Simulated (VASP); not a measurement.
Runs of VASP 6.6.1 on BiTe. The structure is that of space group F-43m (No. 216), or close to it. The cells are those of the table. 

```tsv
level	cell	gap on the mesh (eV)	pressure (GPa)	largest force (eV/Å)
PBEsol	a = 5.123 Å, angles 60.0°, 2 atoms	none	(a)	-
PBE	a = 5.028 Å, angles 60.0°, 2 atoms	none	1.7	-
PBE	a = 5.054 Å, angles 60.0°, 2 atoms	none	1.2	-
PBE	a = 5.191 Å, angles 60.0°, 2 atoms	none	(b)	-
PBE	a = 5.240 Å, angles 60.0°, 2 atoms	none	-1.7	-
PBE	a = 5.123, b = 5.149, c = 5.149 Å, angles 59.7, 60.2, 60.2°, 2 atoms	none	-0.3	-
PBE	a = 5.123 Å, angles 60.0°, 2 atoms	none	0.0	0.01
PBE	a = 5.289 Å, angles 60.0°, 2 atoms	none	-2.2	-
PBE	a = 5.126 Å, angles 60.0°, 2 atoms	none	-0.1	-
PBE	a = 4.962 Å, angles 60.0°, 2 atoms	none	3.2	-
PBE	a = 5.124, b = 5.200 Å, angles 59.5, 59.0, 59.5°, 2 atoms	none	-0.1	0.01
```

Alike in all rows: task single point; potentials or basis VASP PAW PBE potentials, release 64 (Bi_d, Te); no spin polarisation; k mesh 8 × 8 × 8; cutoff (eV) 520; smearing gaussian 0.05 eV.

Question: Estimate the missing entries.

Answer: (a) -1.5; (b) -1.0.

Caveats: spin-orbit coupling is left out, which moves the levels of the heavy elements; the PAW data sets were made with another functional, which shifts forces and pressure a little (some runs).

A k mesh can miss the band edges, and the runs leave out spin-orbit coupling on Bi, Te.

A gap of «none» marks levels without a gap at the run's occupations.
